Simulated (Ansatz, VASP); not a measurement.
NiHg4 in VASP and in Ansatz

```
CELL_PARAMETERS angstrom
-2.96704 2.96704 2.96704
2.96704 -2.96704 2.96704
2.96704 2.96704 -2.96704
ATOMIC_POSITIONS crystal
Ni 0.00000 0.00000 0.00000
Hg 0.00000 0.00000 0.50000
Hg 0.50000 0.00000 0.00000
Hg 0.50000 0.50000 0.50000
Hg 0.00000 0.50000 0.00000
```

Alike in both runs: functional LDA; k mesh 8 × 8 × 8; occupations gaussian, width 0.1 eV; no spin polarisation.

Ansatz relaxed the structure, and its values are those at the end. VASP's run is a single point on that final structure, the one shown.

|  | VASP | Ansatz |
| --- | --- | --- |
| version | VASP 6.6.1 | Ansatz 0.2.0 |
| potentials or method | VASP PAW LDA potentials, release 64 (Ni, Hg), cutoff 520 eV | scalar-relativistic, plane waves, PAW |
| valence electrons in the cell | 58 | 98 |

VASP gave:

| Quantity | Value |
| --- | --- |
| gap on the k mesh at the Fermi level (eV) | none |
| pressure (GPa) | 1.1 |

Task: Estimate Ansatz's values.

Result: gap on the k mesh at the Fermi level (eV): none; pressure (GPa): 0.0.

LDA's correlation is that of Perdew and Zunger in VASP and of Perdew and Wang (1992) in Ansatz. A gap of «none» marks a metal or a gap that the smearing closes. VASP's potentials hold 58 valence electrons a cell and Ansatz's 98, so a difference there can come from the potentials and not from the codes.

Spin-orbit coupling is off throughout.
